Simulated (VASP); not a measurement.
The system is MnO.

```
CELL_PARAMETERS angstrom
0.00000 2.22200 2.22200
2.22200 0.00000 2.22200
2.22200 2.22200 0.00000
ATOMIC_POSITIONS crystal
Mn 0.00000 0.00000 0.00000
O 0.50000 0.50000 0.50000
```

Base run:

* Program: VASP 6.6.1
* Functional: PBE
* Potentials or basis: VASP PAW PBE potentials, release 64 (Mn_sv, O)
* Cutoff: 600 eV
* k mesh: 10 × 10 × 10
* Occupations: gaussian, width 0.05 eV
* Spin: collinear spin, ferromagnetic start
* Starting moments: [5.0, 0.0] μB
* Hubbard terms: Mn d U = 3.9 eV

Its results: band gap on the k mesh 0.16 eV, indirect (least direct gap 2.73 eV); pressure 5.2 GPa; net moment 5.00 μB per cell; site moments Mn +4.49; O +0.17 μB.

Problem. The run is repeated on the same cell with these changes: k mesh from 10 × 10 × 10 to 5 × 5 × 5. What comes out?

Solution. Band gap on the k mesh 0.35 eV, indirect (least direct gap 2.73 eV); pressure 5.2 GPa; net moment 5.00 μB per cell; site moments Mn +4.49; O +0.17 μB.

Caveats: some runs use coarse meshes; a cell with one magnetic atom can't hold antiferromagnetic order, which such compounds often take.

A k mesh can miss the band edges.
